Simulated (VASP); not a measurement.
A run of VASP 6.6.1:

File INCAR:

```
SYSTEM = H14CO8
  PREC = Accurate
  ENCUT = 520
  EDIFF = 1E-6
  ISMEAR = -1
  SIGMA = 0.02
  LREAL = Auto
  LASPH = .True.
  NELM = 100
  ALGO = Normal
  ISIF = 2
  LWAVE = .False.
  LCHARG = .False.
  GGA = PS
  NBANDS = 50
```

File KPOINTS:

```
regular mesh
0
Gamma
  1 1 1
  0 0 0
```

File POSCAR:

```
H14CO8
1.0
    6.8105660000      0.0000000000      0.0000000000
    0.0000000000      6.8105660000      0.0000000000
    0.0000000000      0.0000000000      6.8105660000
O H C
8 14 1
Direct
    0.5327016873      0.1746844535      0.3917736059
    0.1954316279      0.8153213698      0.3968245811
    0.2092337113      0.5149498588      0.0163569371
    0.1625121906      0.1636868360      1.1291572536
    0.8851980878      0.4661580256      0.4148113387
    0.2714165019      1.0218680797      0.7045669919
    0.6757000813      0.9398044157      0.1120024386
    0.9296730991      0.7741353655      0.0542686173
    0.4348096766      0.1122520507      0.4779191627
    0.6362760452      0.0231405143      0.2375132992
    0.3168459127      0.7656926018      0.3246426215
    0.0961006765      0.7745171253      0.2858205911
    0.1938752227      0.4613713456     -0.1267442383
    0.1157906700      0.6220481528      0.0202185839
    0.1581072704      0.2973908483      1.1268226459
    0.3510427768     -0.0992869021      0.7378681889
    0.8743766671      0.3187106622      0.3893215336
    1.0366832948      0.4905759668      0.3788671896
    0.4611070504      1.2722290629      0.3238350528
    0.1447016298      0.9520207278      0.6425457150
    0.2801235609      1.0925230003      0.0798612039
    0.7838996054      0.8033253037      0.3427468437
    0.8120617288      0.8196088255      0.1810275387
```

Potentials or basis: VASP PAW PBE potentials, release 64 (O, H, C).

Command:

```sh
$ cat potpaw_PBE.64/O/POTCAR potpaw_PBE.64/H/POTCAR potpaw_PBE.64/C/POTCAR > POTCAR
$ mpirun -np 1 vasp_gam > vasp.out
```

Hardware: 1 thread of Intel(R) Xeon(R) Platinum 8259CL CPU @ 2.50GHz (Skylake/Cascade Lake) (shared host).

How long does it take, and how much memory?

Wall time 44 s on 1 thread of Intel(R) Xeon(R) Platinum 8259CL CPU @ 2.50GHz (Skylake/Cascade Lake), on a shared host, peak memory 0.37 GiB. Counts: scf iterations 16, k points 1.
